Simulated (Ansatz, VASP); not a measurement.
## SnO2: VASP beside Ansatz

```xyz
6
Lattice="4.8944 0.0000 0.0000 0.0000 4.8944 0.0000 0.0000 0.0000 3.0275" Properties=species:S:1:pos:R:3 pbc="T T T"
Sn    0.0000    0.0000    0.0000
Sn    2.4472    2.4472    1.5138
O     1.4972    1.4972    0.0000
O     0.9500    3.9443    1.5138
O     3.3972    3.3972    0.0000
O     3.9443    0.9500    1.5138
```

Alike in both runs: task single point; functional r2SCAN; k mesh 6 × 6 × 10; occupations gaussian, width 0.05 eV; no spin polarisation.

|  | VASP | Ansatz |
| --- | --- | --- |
| version | VASP 6.6.1 | Ansatz 0.2.0 |
| potentials or method | VASP PAW PBE potentials, release 64 (Sn_d, O), cutoff 520 eV | scalar-relativistic, plane waves, PAW |
| valence electrons in the cell | 52 | 52 |

|  | VASP | Ansatz | Ansatz less VASP |
| --- | --- | --- | --- |
| gap on the k mesh at the Fermi level (eV) | 2.08 | 2.06 | -0.020 |
| least direct gap on the mesh (eV) | 2.08 | 2.06 | -0.020 |
| pressure (GPa) | 5.6 | 4.4 | -1.18 |
| traceless stress, the component that is largest in VASP (GPa) | 15.23 | 14.56 | -0.667 |
| rms of the force components (eV/Å) | 0.152 | 0.115 | -0.0366 |

VASP's potentials were made for PBE, not for r2SCAN. Atom by atom the forces differ by 0.037 eV/Å (rms over components).
